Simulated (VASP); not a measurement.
Crystal: Hg.

```xyz
1
Lattice="3.2142 0.0000 0.0000 0.0000 3.2142 0.0000 0.0000 0.0000 3.2142" Properties=species:S:1:pos:R:3 pbc="T T T"
Hg    0.0000    0.0000    0.0000
```

* Program: VASP 6.6.1
* Task: relaxation of cell and atoms
* Functional: r2SCAN
* Potentials or basis: VASP PAW PBE potentials, release 64 (Hg)
* Cutoff: 600 eV
* k mesh: 18 × 18 × 18
* Occupations: gaussian, width 0.1 eV
* Spin: no spin polarisation

At the start: pressure -2.0 GPa; volume 33.21 Å³/atom.

Q: Where does the relaxation end?

A: Over 6 steps the energy falls by 47.6 meV/atom and the volume is 27.73 Å³/atom (-16.5 %); space group Pm-3m (No. 221, to 0.1 Å) before and after.

The path:
| step | energy change (eV) | largest force (eV/Å) | pressure (GPa) | volume (Å³) |
| --- | --- | --- | --- | --- |
| 1 | 0.0000 | 0.0000 | -1.97 | 33.21 |
| 2 | -0.0228 | 0.0000 | -1.81 | 31.28 |
| 3 | -0.0414 | 0.0000 | 1.59 | 26.41 |
| 4 | -0.0463 | 0.0000 | -0.58 | 28.41 |
| 5 | -0.0476 | 0.0000 | -0.10 | 27.84 |
| 6 | -0.0476 | 0.0000 | 0.03 | 27.73 |

Final structure:
```yaml
crystal:
  lattice:
    - [3.02687, 0.00000, 0.00000]
    - [0.00000, 3.02687, 0.00000]
    - [0.00000, 0.00000, 3.02687]
  atoms:
    - { symbol: Hg, position: [0.00000, 0.00000, 0.00000] }
```

Caveat: the volume moved by over 15 % at a fixed basis, so the end points are rough; the PAW data sets were made with another functional, which shifts forces and pressure a little.
